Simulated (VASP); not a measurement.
# MnO (Fm-3m) in VASP: notebook

Runs on MnO. Level: PBE+U. Tasks: single point.

All numbers are computed with VASP 6.6.1; they aren't measurements. Logs are shortened: lines on timing, memory, paths and dates and some standing lists are left out, and cuts for length are marked.

### Step 1. The cell of the first run

Symmetry: Fm-3m, No. 225, cubic system. The conventional cell has a = 4.410 Å, b = 4.410 Å, c = 4.410 Å, α = 90.00°, β = 90.00°, γ = 90.00°. Within 2.9 Å of Mn (site symmetry m-3m) lie 6 O at 2.21 Å. O (site symmetry m-3m) has 6 Mn at 2.21 Å within 2.9 Å.

### Step 2. Single point, PBE+U, collinear spin, ferromagnetic start

The input, INCAR:

```
SYSTEM = MnO
ALGO = Normal ; EDIFF = 1E-6
ENCUT = 520 ; GGA = PE
ISIF = 2 ; ISMEAR = -1
ISPIN = 2 ; LASPH = .True.
LCHARG = .True. ; LDAU = .True.
LDAUJ = 0 0 ; LDAUL = 2 -1
LDAUPRINT = 1 ; LDAUTYPE = 2
LDAUU = 2.7 0 ; LELF = .True.
LMAXMIX = 4 ; LORBIT = 11
LREAL = .False. ; LVHAR = .True.
LWAVE = .False. ; MAGMOM = 4.5 0
NBANDS = 20 ; NELM = 150
PREC = Accurate ; SIGMA = 0.03
```

The input, KPOINTS:

```
k-points
0
Gamma
  9 9 9
  0 0 0
```

The input, POSCAR:

```
MnO
1.0
    0.0000000000      2.2050000000      2.2050000000
    2.2050000000      0.0000000000      2.2050000000
    2.2050000000      2.2050000000      0.0000000000
Mn O
1 1
Direct
    0.0000000000      0.0000000000      0.0000000000
    0.5000000000      0.5000000000      0.5000000000
```

Potentials or basis: VASP PAW PBE potentials, release 64 (Mn_pv, O).

Command:

```console
$ cat potpaw_PBE.64/Mn_pv/POTCAR potpaw_PBE.64/O/POTCAR > POTCAR
$ mpirun -np 1 vasp_std > vasp.out
```

OUTCAR:

```text
SYSTEM = MnO
   EDIFF = 1E-6
   ENCUT = 520
   GGA = PE
   ISIF = 2
   ISMEAR = -1
   ISPIN = 2
   LASPH = .True.
   LORBIT = 11
   LREAL = .False.
   NELM = 150
   PREC = Accurate

 ion  position               nearest neighbor table
   1  0.000  0.000  0.000-   2 2.21   2 2.21   2 2.21   2 2.21   2 2.21   2 2.21
   2  0.500  0.500  0.500-   1 2.21   1 2.21   1 2.21   1 2.21   1 2.21   1 2.21

  LATTYP: Found a face centered cubic cell.
 ALAT       =     4.4100000000

  Lattice vectors:

 A1 = (   0.0000000000,   2.2050000000,   2.2050000000)
 A2 = (   2.2050000000,   0.0000000000,   2.2050000000)
 A3 = (   2.2050000000,   2.2050000000,   0.0000000000)

Analysis of symmetry for initial positions (statically):
=====================================================================
 Subroutine PRICEL returns:
 Original cell was already a primitive cell.

 Routine SETGRP: Setting up the symmetry group for a
 face centered cubic supercell.

 Subroutine GETGRP returns: Found 48 space group operations
 (whereof 48 operations were pure point group operations)
 out of a pool of 48 trial point group operations.

The static configuration has the point symmetry O_h .

Analysis of symmetry for dynamics (positions and initial velocities):
=====================================================================
 Subroutine PRICEL returns:
 Original cell was already a primitive cell.

 Routine SETGRP: Setting up the symmetry group for a
 face centered cubic supercell.

 Subroutine GETGRP returns: Found 48 space group operations
 (whereof 48 operations were pure point group operations)
 out of a pool of 48 trial point group operations.

The dynamic configuration has the point symmetry O_h .

Analysis of structural, dynamic, and magnetic symmetry:
=====================================================================
 Subroutine PRICEL returns:
 Original cell was already a primitive cell.

[... 171 lines left out ...]
  o =  0.0223  v =  0.0000  0.0000  0.0000  0.0000  0.0000 -0.0071 -0.3573  0.0000  0.9340 -0.0000      0.0000  0.0000  0.0000  0.0000  0.0000  0.0000  0.0000  0.0000  0.0000  0.0000
  o =  0.0223  v =  0.0000  0.0000  0.0000  0.0000  0.0000  0.9999  0.0106  0.0000  0.0117  0.0000      0.0000  0.0000  0.0000  0.0000  0.0000  0.0000  0.0000  0.0000  0.0000  0.0000
  o =  0.0833  v =  0.0000  0.0000  0.0000  0.0000  0.0000  0.0000  0.0000 -0.9782  0.0000  0.2077      0.0000  0.0000  0.0000  0.0000  0.0000  0.0000  0.0000  0.0000  0.0000  0.0000
  o =  0.0833  v =  0.0000  0.0000  0.0000  0.0000  0.0000 -0.0000  0.0000  0.2077  0.0000  0.9782      0.0000  0.0000  0.0000  0.0000  0.0000  0.0000  0.0000  0.0000  0.0000  0.0000
  o =  0.9365  v =  0.0000 -0.4237 -0.0000  0.9058  0.0000  0.0000  0.0000  0.0000  0.0000  0.0000      0.0000  0.0000  0.0000  0.0000  0.0000  0.0000  0.0000  0.0000  0.0000  0.0000
  o =  0.9365  v =  0.0000 -0.9058  0.0000 -0.4237 -0.0000  0.0000  0.0000  0.0000  0.0000  0.0000      0.0000  0.0000  0.0000  0.0000  0.0000  0.0000  0.0000  0.0000  0.0000  0.0000
  o =  0.9365  v =  1.0000  0.0000  0.0000  0.0000  0.0000  0.0000  0.0000  0.0000  0.0000  0.0000      0.0000  0.0000  0.0000  0.0000  0.0000  0.0000  0.0000  0.0000  0.0000  0.0000
  o =  0.9748  v =  0.0000 -0.0000 -0.9848 -0.0000 -0.1737  0.0000  0.0000  0.0000  0.0000  0.0000      0.0000  0.0000  0.0000  0.0000  0.0000  0.0000  0.0000  0.0000  0.0000  0.0000
  o =  0.9748  v =  0.0000 -0.0000 -0.1737 -0.0000  0.9848  0.0000  0.0000  0.0000  0.0000  0.0000      0.0000  0.0000  0.0000  0.0000  0.0000  0.0000  0.0000  0.0000  0.0000  0.0000

 number of electron      18.9999997 magnetization       5.0000446

 Free energy of the ion-electron system (eV)
  ---------------------------------------------------
  ext. energy  EPLUGINS =         0.00000000
  ---------------------------------------------------
  free energy    TOTEN  =       -15.68142441 eV

  energy without entropy =      -15.68121710  energy(sigma->0) =      -15.68132075

 E-fermi :   7.5588     XC(G=0): -11.9446

 val. band max:        7.4909955445   @ k =   0.0000   0.0000   0.0000
 cond. band min:       8.0256602612   @ k =   0.4444   0.4444   0.0000
 fundamental gap:      0.5346647167
 Fermi energy:         7.5588110508

 spin component 1

 k-point     1 :       0.0000    0.0000    0.0000
  band No.  band energies     occupation
      1     -42.5299      1.00000
      2     -42.5299      1.00000
      3     -42.5299      1.00000
      4     -12.4028      1.00000
      5       3.4971      1.00000
      6       3.4971      1.00000
[... 1097 lines left out ...]
     19      35.0311      0.00000
     20      36.6359      0.00000

 [... further k-points ...]

------------------------ aborting loop because EDIFF is reached ----------------------------------------

  FORCE on cell =-STRESS in cart. coord.  units (eV):
  Direction    XX          YY          ZZ          XY          YZ          ZX
  --------------------------------------------------------------------------------------
  -------------------------------------------------------------------------------------
  Total        1.5214084      1.5214084      1.5214084      0.0000000      0.0000000      0.0000000
  in kB      113.6843297    113.6843297    113.6843297      0.0000000      0.0000000      0.0000000
  external PRESSURE =     113.6843297 kB  Pullay stress =       0.0000000 kB

 VOLUME and BASIS-vectors are now :
 -----------------------------------------------------------------------------
  energy-cutoff  :      520.00
  volume of cell :       21.44
      direct lattice vectors                 reciprocal lattice vectors
     0.000000000  2.205000000  2.205000000    -0.226757370  0.226757370  0.226757370
     2.205000000  0.000000000  2.205000000     0.226757370 -0.226757370  0.226757370
     2.205000000  2.205000000  0.000000000     0.226757370  0.226757370 -0.226757370

 POSITION                                       TOTAL-FORCE (eV/Angst)
 -----------------------------------------------------------------------------------
      0.00000      0.00000      0.00000        -0.000000      0.000000      0.000000
      2.20500      2.20500      2.20500         0.000000     -0.000000     -0.000000
 -----------------------------------------------------------------------------------
    total drift:                                0.000000     -0.000000     -0.000000

  FREE ENERGIE OF THE ION-ELECTRON SYSTEM (eV)
  ---------------------------------------------------
  free  energy   TOTEN  =       -15.6814244136 eV

  energy  without entropy=      -15.6812170957  energy(sigma->0) =      -15.68132075

 total charge

# of ion       s       p       d       tot
------------------------------------------
    1        0.211   6.191   4.972  11.375
    2        1.557   3.461   0.000   5.017
--------------------------------------------------
tot          1.768   9.652   4.972  16.393

 magnetization (x)

# of ion       s       p       d       tot
------------------------------------------
    1        0.033   0.027   4.518   4.579
    2        0.027   0.161   0.000   0.188
--------------------------------------------------
tot          0.060   0.188   4.518   4.766
```

stdout:

```text
POSCAR found type information on POSCAR MnO
 POSCAR found :  2 types and       2 ions
 scaLAPACK will be used
 LDA part: xc-table for (Slater+PW92), standard interpolation
 POSCAR, INCAR and KPOINTS ok, starting setup
 FFT: planning ... GRIDC
 FFT: planning ... GRID_SOFT
 FFT: planning ... GRID
 WAVECAR not read
 entering main loop
```

Run time: 35 s. Hardware: 1 thread of Intel Xeon 8259CL, shared host; peak memory 0.16 GiB.

What came out:

| Item | Value |
| --- | --- |
| Free energy | -15.6814 eV |
| Pressure | 11.4 GPa |
| Net moment | 5.00 μB per cell |
| Site moments | Mn +4.58; O +0.19 μB |
| Valence electrons inside the program's atomic spheres | Mn 11.38; O 5.02 |

Eigenvalues of the final occupation matrices:
```csv
site,spin,trace,eigenvalues
site 1 d,1,4.76,0.94 0.94 0.94 0.97 0.97
site 1 d,2,0.23,0.02 0.02 0.02 0.08 0.08
```

Caveat: the cell stands under pressure; a cell with one magnetic atom can't hold antiferromagnetic order, which such compounds often take. The state reached can hang on the start; a lower one may exist.

### Step 3. Single point, PBE+U, collinear spin, ferromagnetic start

The input, INCAR:

```
SYSTEM = MnO
PREC = Accurate ; ENCUT = 520
EDIFF = 1E-6 ; ISMEAR = -1
SIGMA = 0.03 ; LREAL = .False.
LASPH = .True. ; NELM = 150
ALGO = Normal ; ISIF = 2
LWAVE = .False. ; LCHARG = .False.
ISPIN = 2 ; MAGMOM = 1 0
LORBIT = 11 ; NUPDOWN = 1.0
LMAXMIX = 4 ; LDAU = .True.
LDAUTYPE = 2 ; LDAUL = 2 -1
LDAUU = 2.7 0 ; LDAUJ = 0 0
LDAUPRINT = 1 ; GGA = PE
NBANDS = 20
```

The input, KPOINTS:

```
Automatic mesh
0
Gamma
  9 9 9
  0 0 0
```

POSCAR is that of step 2.

Potentials or basis: VASP PAW PBE potentials, release 64 (Mn_pv, O).

Command:

```console
$ cat potpaw_PBE.64/Mn_pv/POTCAR potpaw_PBE.64/O/POTCAR > POTCAR
$ mpirun -np 1 vasp_std > vasp.out
```

Run time: 47 s. Hardware: 1 thread of Intel Xeon 8259CL, shared host; peak memory 0.16 GiB.

The run converged. Its results:

| Quantity | Value |
| --- | --- |
| Free energy | -12.4294 eV |
| Pressure | -26.7 GPa |
| Net moment | 1.00 μB per cell |
| Site moments | Mn +0.95; O +0.09 μB |
| Valence electrons inside the program's atomic spheres | Mn 11.41; O 4.94 |

Eigenvalues of the final occupation matrices:
| site | spin | trace | eigenvalues |
| --- | --- | --- | --- |
| site 1 d | 1 | 3.02 | 0.11 0.11 0.93 0.93 0.93 |
| site 1 d | 2 | 2.07 | 0.33 0.33 0.47 0.47 0.47 |

Caveat: the cell stands under tension; the total moment is fixed, so each spin has its own Fermi level; a cell with one magnetic atom can't hold antiferromagnetic order, which such compounds often take. The state reached can hang on the start; a lower one may exist.
